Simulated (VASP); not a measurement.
# SnTe (zincblende type) (F-43m) in VASP: notebook, part 2 of 2

VASP 6.6.1. The steps go on from the part before.

## (3) Electric field gradients, PBE (volume scaled by 1.06)

INCAR reads:

```
PREC     = Accurate       # precision mode
ENCUT    = 520            # plane-wave cutoff, eV
EDIFF    = 1E-8           # SCF threshold, eV
ISMEAR   = -1             # smearing method
SIGMA    = 0.05           # smearing width, eV
LREAL    = False          # projectors in reciprocal space
LASPH    = True           # aspherical terms in the spheres
NELM     = 60             # most SCF steps
ALGO     = Normal         # electronic algorithm
ISIF     = 2              # what is computed and relaxed
LWAVE    = False          # write WAVECAR
LCHARG   = False          # write CHGCAR
GGA      = PE             # functional
LEFG     = True         
NBANDS   = 17             # bands
```

KPOINTS reads:

```
Automatic mesh
0
Gamma
  9 9 9
```

POSCAR reads:

```
SnTe
1.0
    0.0000000000      3.6774787662      3.6774787662
    3.6774787662      0.0000000000      3.6774787662
    3.6774787662      3.6774787662      0.0000000000
Sn Te
1 1
Direct
    0.0000000000      0.0000000000      0.0000000000
    0.2500000000      0.2500000000      0.2500000000
```

Potentials or basis: VASP PAW PBE potentials, release 64 (Sn_d, Te).

Command:

```console
$ cat potpaw_PBE.64/Sn_d/POTCAR potpaw_PBE.64/Te/POTCAR > POTCAR
$ mpirun -np 1 vasp_std > vasp.out
```

OUTCAR:

```text
PREC = Accurate
   ENCUT = 520
   EDIFF = 1E-8
   ISMEAR = -1
   LREAL = False
   LASPH = True
   NELM = 60
   ISIF = 2
   GGA = PE

 ion  position               nearest neighbor table
   1  0.000  0.000  0.000-   2 3.18   2 3.18   2 3.18   2 3.18
   2  0.250  0.250  0.250-   1 3.18   1 3.18   1 3.18   1 3.18

  LATTYP: Found a face centered cubic cell.
 ALAT       =     7.3549575324

  Lattice vectors:

 A1 = (   0.0000000000,   3.6774787662,   3.6774787662)
 A2 = (   3.6774787662,   0.0000000000,   3.6774787662)
 A3 = (   3.6774787662,   3.6774787662,   0.0000000000)

Analysis of symmetry for initial positions (statically):
=====================================================================
 Subroutine PRICEL returns:
 Original cell was already a primitive cell.

 Routine SETGRP: Setting up the symmetry group for a
 face centered cubic supercell.

 Subroutine GETGRP returns: Found 24 space group operations
 (whereof 24 operations were pure point group operations)
 out of a pool of 48 trial point group operations.

The static configuration has the point symmetry T_d .

Analysis of symmetry for dynamics (positions and initial velocities):
=====================================================================
 Subroutine PRICEL returns:
 Original cell was already a primitive cell.

 Routine SETGRP: Setting up the symmetry group for a
 face centered cubic supercell.

 Subroutine GETGRP returns: Found 24 space group operations
 (whereof 24 operations were pure point group operations)
 out of a pool of 48 trial point group operations.

The dynamic configuration has the point symmetry T_d .

 Subroutine INISYM returns: Found 24 space group operations
 (whereof 24 operations are pure point group operations),
 and found     1 'primitive' translations

----------------------------------------------------------------------------------------

                                     Primitive cell

  volume of cell :      99.4673

  direct lattice vectors                    reciprocal lattice vectors
     0.000000000  3.677478766  3.677478766    -0.135962716  0.135962716  0.135962716
     3.677478766  0.000000000  3.677478766     0.135962716 -0.135962716  0.135962716
     3.677478766  3.677478766  0.000000000     0.135962716  0.135962716 -0.135962716

  length of vectors
     5.200740346  5.200740346  5.200740346     0.235494332  0.235494332  0.235494332

  position of ions in fractional coordinates (direct lattice)
     0.000000000  0.000000000  0.000000000
     0.250000000  0.250000000  0.250000000

  ion indices of the primitive-cell ions
   primitive index   ion index
                 1           1
                 2           2

----------------------------------------------------------------------------------------

 KPOINTS: Automatic mesh

Automatic generation of k-mesh.
 Grid dimensions read from file:
 generate k-points for:    9    9    9

[... 62 lines left out ...]
   NELM   =     60;   NELMIN=  2; NELMDL= -5     # of ELM steps
   EDIFF  = 0.1E-07   stopping-criterion for ELM
   LREAL  =      F    real-space projection
   EDIFFG = 0.1E-06   stopping-criterion for IOM
   NSW    =      0    number of steps for IOM
   IBRION =     -1    ionic relax: 0-MD 1-quasi-New 2-CG
   NFREE  =      0    steps in history (QN), initial steepest desc. (CG)
   ISIF   =      2    stress and relaxation
   ISYM   =      2    0-nonsym 1-usesym 2-fastsym
   POTIM  = 0.5000    time-step for ionic-motion
   TEBEG  =    0.0;   TEEND  =   0.0 temperature during run
   PSTRESS=    0.0 pullay stress
   NELECT =      20.0000    total number of electrons
   NUPDOWN=      -1.0000    fix difference up-down
   EMIN   =  10.00;   EMAX   =-10.00  energy-range for DOS
   EFERMI =   0.00;   METHOD = LEGACY
   ISMEAR =    -1;   SIGMA  =   0.05  broadening in eV -4-tet -1-fermi 0-gaus
   EFERMI_NEDOS =   21; number of points for ismear=-14 and -15
   IALGO  =     38    algorithm
   IMIX   =      4    mixing-type and parameters
     AMIX     =   0.40;   BMIX     =  1.00
     AMIX_MAG =   1.60;   BMIX_MAG =  1.00
  volume/ion in A,a.u.               =      49.73       335.62
  Fermi-wavevector in a.u.,A,eV,Ry     =   0.959087  1.812412 12.515289  0.919848
  Thomas-Fermi vector in A             =   2.088252
   LORBIT       =      0    0 simple, 1 ext, 2 COOP (PROOUT), +10 PAW based schemes
   GGA     = PE    functional components
   LHFCALC =     F    Hartree Fock is set to
   AEXX    =    0.0000 exact exchange contribution
   IVDW    =     0    specifies the selected vdW correction
   LEPSILON=     F    determine dielectric tensor
   LRPA    =     F    only Hartree local field effects (RPA)
 non-spin polarized calculation
  energy-cutoff  :      520.00
  volume of cell :       99.47
 maximum number of plane-waves:      2733
   NGX = 19   NGY = 19   NGZ = 19

 number of electron      19.9999998 magnetization

 Free energy of the ion-electron system (eV)
  ---------------------------------------------------
  ext. energy  EPLUGINS =         0.00000000
  ---------------------------------------------------
  free energy    TOTEN  =        -7.04298058 eV

  energy without entropy =       -7.04240287  energy(sigma->0) =       -7.04269173

 E-fermi :   2.7948     XC(G=0):  -7.2279

 val. band max:        2.5915068486   @ k =  -0.3333   0.4444   0.2222
 cond. band min:       2.9385660576   @ k =   0.4444   0.4444   0.0000
 fundamental gap:      0.3470592089
 Fermi energy:         2.7947638552

 k-point     1 :       0.0000    0.0000    0.0000
  band No.  band energies     occupation
      1     -19.0943      2.00000
      2     -19.0943      2.00000
      3     -19.0943      2.00000
      4     -19.0886      2.00000
      5     -19.0886      2.00000
      6      -8.5355      2.00000
[... 457 lines left out ...]
      4     -19.0891      2.00000
      5     -19.0880      2.00000
      6      -7.8973      2.00000
[... 9 lines left out ...]
     16      10.9242      0.00000
     17      10.9779      0.00000

 [... further k-points ...]
[... 5 lines left out ...]
  --------------------------------------------------------------------------------------
  -------------------------------------------------------------------------------------
  Total       -0.7818994     -0.7818994     -0.7818994      0.0000000      0.0000000      0.0000000
  in kB      -12.5945002    -12.5945002    -12.5945002      0.0000000      0.0000000      0.0000000
  external PRESSURE =     -12.5945002 kB  Pullay stress =       0.0000000 kB

 VOLUME and BASIS-vectors are now :
 -----------------------------------------------------------------------------
  energy-cutoff  :      520.00
  volume of cell :       99.47
      direct lattice vectors                 reciprocal lattice vectors
     0.000000000  3.677478766  3.677478766    -0.135962716  0.135962716  0.135962716
     3.677478766  0.000000000  3.677478766     0.135962716 -0.135962716  0.135962716
     3.677478766  3.677478766  0.000000000     0.135962716  0.135962716 -0.135962716

 POSITION                                       TOTAL-FORCE (eV/Angst)
 -----------------------------------------------------------------------------------
      0.00000      0.00000      0.00000         0.000000      0.000000      0.000000
      1.83874      1.83874      1.83874        -0.000000     -0.000000     -0.000000
 -----------------------------------------------------------------------------------
    total drift:                               -0.000000     -0.000000     -0.000000

  FREE ENERGIE OF THE ION-ELECTRON SYSTEM (eV)
  ---------------------------------------------------
  free  energy   TOTEN  =        -7.0429805794 eV

  energy  without entropy=       -7.0424028714  energy(sigma->0) =       -7.04269173

 Electric field gradients (V/A^2)
---------------------------------------------------------------------
 ion       V_xx      V_yy      V_zz      V_xy      V_xz      V_yz
---------------------------------------------------------------------
   1      -0.000     0.000    -0.000     0.002     0.002     0.002
   2      -0.000    -0.000    -0.000    -0.000    -0.000    -0.000
---------------------------------------------------------------------

 Electric field gradients after diagonalization (V/A^2)
 (convention: |V_zz| > |V_xx| > |V_yy|)
----------------------------------------------------------------------
 ion       V_xx      V_yy      V_zz     asymmetry (V_yy - V_xx)/ V_zz
----------------------------------------------------------------------
   1      -0.002    -0.002     0.004       0.000
   2       0.000     0.000    -0.000       0.000
----------------------------------------------------------------------

           NMR quadrupolar parameters

 Cq : quadrupolar parameter    Cq=e*Q*V_zz/h
 eta: asymmetry parameters     (V_yy - V_xx)/ V_zz
 Q  : nuclear electric quadrupole moment in mb (millibarn)
----------------------------------------------------------------------
 ion       Cq(MHz)       eta       Q (mb)
----------------------------------------------------------------------
   1       0.000       0.000       1.000
   2      -0.000       0.000       1.000
----------------------------------------------------------------------
```

Wall time 50 s (1 thread of AMD EPYC 9R45 (Zen 5), shared host); peak memory 0.23 GiB.

Results:

```yaml
Free_energy: -7.0430 eV
Pressure: -1.3 GPa
Band_gap_on_the_k_mesh: 0.35 eV, indirect (least direct gap 0.87 eV)
```

Caveat: the cell differs from its parent crystal (volume scaled by 1.06); without QUAD_EFG the Cq values of the log hold for a quadrupole moment of 1 mb, not for the nuclei; spin-orbit coupling is left out, which moves the levels of the heavy elements. A k mesh can miss the band edges.

## (4) Density of states, PBE

This run uses another cell than the first one, of 46.92 Å³/atom, 0.943 times its volume.

POSCAR reads:

```
SnTe
1.0
    0.0000000000      3.6067404071      3.6067404071
    3.6067404071      0.0000000000      3.6067404071
    3.6067404071      3.6067404071      0.0000000000
Sn Te
1 1
Direct
    0.0000000000      0.0000000000      0.0000000000
    0.2500000000      0.2500000000      0.2500000000
```

INCAR.step1 reads:

```
SYSTEM = SnTe
PREC = Accurate
ENCUT = 520
EDIFF = 1E-7
ISMEAR = -1
SIGMA = 0.05
LREAL = .FALSE.
LASPH = .TRUE.
NELM = 100
ALGO = Normal
ISIF = 2
LWAVE = .FALSE.
LCHARG = .TRUE.
GGA = PE
NBANDS = 17
```

KPOINTS.step1 reads:

```
regular mesh
0
G
  9 9 9
  0 0 0
```

INCAR.step2 reads:

```
SYSTEM = SnTe
PREC = Accurate
ENCUT = 520
EDIFF = 1E-7
ISMEAR = -5
SIGMA = 0.05
LREAL = .FALSE.
LASPH = .TRUE.
NELM = 100
ALGO = Normal
ISIF = 2
LWAVE = .FALSE.
LCHARG = .FALSE.
GGA = PE
LORBIT = 11
NBANDS = 17
NEDOS = 2001
ICHARG = 11
```

KPOINTS.step2 reads:

```
regular mesh
0
G
  14 14 14
  0 0 0
```

Command:

```console
$ cat potpaw_PBE.64/Sn_d/POTCAR potpaw_PBE.64/Te/POTCAR > POTCAR
$ cp INCAR.step1 INCAR
$ cp KPOINTS.step1 KPOINTS
$ mpirun -np 1 vasp_std > vasp.out
$ cp INCAR.step2 INCAR
$ cp KPOINTS.step2 KPOINTS
$ mpirun -np 1 vasp_std > vasp.out
```

It took 89 s on 1 thread of Intel Xeon 6975P-C (Granite Rapids), shared host; peak memory 0.34 GiB.

Results (log left out):

```
Valence electrons inside the program's atomic spheres : Sn 12.05; Te 3.37
```

Levels at points of the mesh, in eV from the valence-band top:
| k point | band 8 | band 9 | band 10 | band 11 | band 12 | band 13 |
| --- | --- | --- | --- | --- | --- | --- |
| (0.00, 0.00, 0.00) | -1.94 | -1.94 | -1.94 | 1.01 | 1.01 | 1.01 |
| (0.50, 0.00, 0.00) | -2.47 | -2.47 | -2.04 | 1.81 | 1.81 | 3.42 |
| (0.50, 0.50, 0.00) | -3.13 | -3.13 | -0.67 | 0.12 | 3.90 | 3.90 |

Caveat: spin-orbit coupling is left out, which moves the levels of the heavy elements.
